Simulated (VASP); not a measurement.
## Ni2Ge: single point with PBEsol

The system is Ni2Ge.

```
CELL_PARAMETERS angstrom
3.93224 0.00000 0.00000
-1.96612 3.40542 0.00000
0.00000 0.00000 5.05196
ATOMIC_POSITIONS crystal
Ni 0.66667 0.33333 0.25000
Ni 0.33333 0.66667 0.75000
Ni 0.00000 0.00000 0.00000
Ni 0.00000 0.00000 0.50000
Ge 0.66667 0.33333 0.75000
Ge 0.33333 0.66667 0.25000
```

This cell differs from its parent crystal: biaxial strain in the a-b plane: -1.0 %, then relaxed in part.

```yaml
Program: VASP 6.6.1
Task: single point
Functional: PBEsol
Potentials_or_basis: VASP PAW PBE potentials, release 64 (Ni, Ge_d)
Cutoff: 520 eV
k_mesh: 12 × 12 × 8
Occupations: gaussian, width 0.1 eV
Spin: no spin polarisation
Dipole_correction: no
Further_INCAR_settings: ALGO = Fast; EDIFF = 1e-06; NBANDS = 43
```

The pressure is 3.1 GPa and the band gap on the k mesh is zero (bands 34 and 35 overlap by 2.99 eV).

Stress tensor (GPa, compression positive):
```
 4.72  0.00  0.00
 0.00  4.72  0.00
 0.00  0.00 -0.05
```

Levels at points of the mesh, in eV from the Fermi level:
```
           k point  band 31  band 32  band 33  band 34  band 35  band 36  band 37  band 38
(0.00, 0.00, 0.00)    -0.60    -0.60     0.09     2.39     2.86     2.86     3.04     3.04
(0.50, 0.00, 0.00)    -1.29    -1.19    -1.00    -0.67    -0.55     0.70     1.82     3.20
(0.00, 0.00, 0.50)    -1.16    -1.16     1.51     1.51     3.36     3.36     3.36     3.36
(0.50, 0.00, 0.50)    -1.23    -1.23    -0.88    -0.88     0.92     0.92     2.68     2.68
```

It took 3.6 min on 1 thread of Intel(R) Xeon(R) 6975P-C (Granite Rapids) (shared host), peak memory 0.33 GiB.

Caveat: the cell differs from its parent crystal (biaxial strain in the a-b plane: -1.0 %, then relaxed in part); the cell stands under pressure; the PAW data sets were made with another functional, which shifts forces and pressure a little. Spin polarisation is off, so any magnetic state and its effect on volume and gap are missing.
